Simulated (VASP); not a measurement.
Here is a VASP 6.6.1 calculation.

The input POSCAR:

```
CdSe
1.0
    0.0000000000      3.0287759606      3.0287759606
    3.0287759606      0.0000000000      3.0287759606
    3.0287759606      3.0287759606      0.0000000000
Cd Se
1 1
Direct
    0.0000000000      0.0000000000      0.0000000000
    0.2500000000      0.2500000000      0.2500000000
```

Contents of INCAR.step1:

```
PREC = Accurate ; ENCUT = 520
ISMEAR = -1 ; SIGMA = 0.05
LREAL = F ; LASPH = T
NELM = 60 ; NBANDS = 16
GGA = PE ; ALGO = Normal
EDIFF = 1E-4 ; LWAVE = T
LCHARG = F
```

INCAR.step2

```
PREC = Accurate ; ENCUT = 520
EDIFF = 1E-6 ; ISMEAR = -1
SIGMA = 0.05 ; LREAL = F
LASPH = T ; NELM = 60
ALGO = Normal ; ISIF = 2
LWAVE = F ; LCHARG = F
METAGGA = R2SCAN ; LMIXTAU = T
IVDW = 12 ; NBANDS = 16
VDW_S6 = 1.0 ; VDW_S8 = 0.78981345
VDW_A1 = 0.49484001 ; VDW_A2 = 5.73083694
ISTART = 1
```

File KPOINTS:

```
Automatic mesh
0
Gamma
  8 8 8
```

Potentials or basis: VASP PAW PBE potentials, release 64 (Cd, Se).

Run with:

```bash
$ cat potpaw_PBE.64/Cd/POTCAR potpaw_PBE.64/Se/POTCAR > POTCAR
$ cp INCAR.step1 INCAR
$ mpirun -np 1 vasp_std > vasp.out
$ cp INCAR.step2 INCAR
$ mpirun -np 1 vasp_std > vasp.out
```

(1) Predict the band gap on the k mesh.

(2) Estimate the dispersion energy per atom.

Answers

(1) 1.11 eV, direct.

(2) -0.156 eV.
